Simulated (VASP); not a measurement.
Set up this calculation in VASP 6.6.1, as the native input.

```
Task                   : relaxation of shape and atoms at fixed volume
Functional             : PBE
Potentials or basis    : VASP PAW PBE potentials, release 64 (Ca_sv)
Cutoff                 : 600 eV
k mesh                 : 10 × 10 × 3
Occupations            : fermi-dirac, width 0.08 eV
Spin                   : no spin polarisation
Dipole correction      : no
Further INCAR settings : ALGO = Normal; EDIFF = 1e-06; IBRION = 2; EDIFFG = -0.005; NSW = 50; ISIF = 4
```

The structure of Ca lies in POSCAR:

```
Ca
1.0
    2.9434397002      0.0000000000      0.0000000000
   -1.4717198501      2.5490935549      0.0000000000
    0.0000000000      0.0000000000      9.6993571606
Ca
4
Direct
    0.0000000000      0.0000000000      0.0000000000
    0.0000000000      0.0000000000      0.5000000000
    0.3333333333      0.6666666667      0.2500000000
    0.6666666667      0.3333333333      0.7500000000
```

The input as run:

INCAR

```
PREC = Accurate
ENCUT = 600
EDIFF = 1E-6
ISMEAR = -1
SIGMA = 0.08
LREAL = False
LASPH = True
NELM = 60
ALGO = Normal
ISIF = 4
LWAVE = False
LCHARG = False
GGA = PE
IBRION = 2
NSW = 50
EDIFFG = -0.005
```

KPOINTS

```
Automatic mesh
0
Gamma
  10 10 3
```

Potentials or basis: VASP PAW PBE potentials, release 64 (Ca_sv).

The run is started by

```console
$ cat potpaw_PBE.64/Ca_sv/POTCAR > POTCAR
$ mpirun -np 1 vasp_std > vasp.out
```

Results of the run:

* Energy gained by relaxing: 0.0 meV/atom
* Ionic steps: 2
* Pressure after relaxing: 47.9 GPa
* Band gap on the k mesh: zero (band 20 reaches 6.95 eV, above the bottom of band 21 at 6.19 eV)

Wall time 72 s on 1 thread of Intel Xeon 6975P-C, on a shared host, peak memory 0.23 GiB.
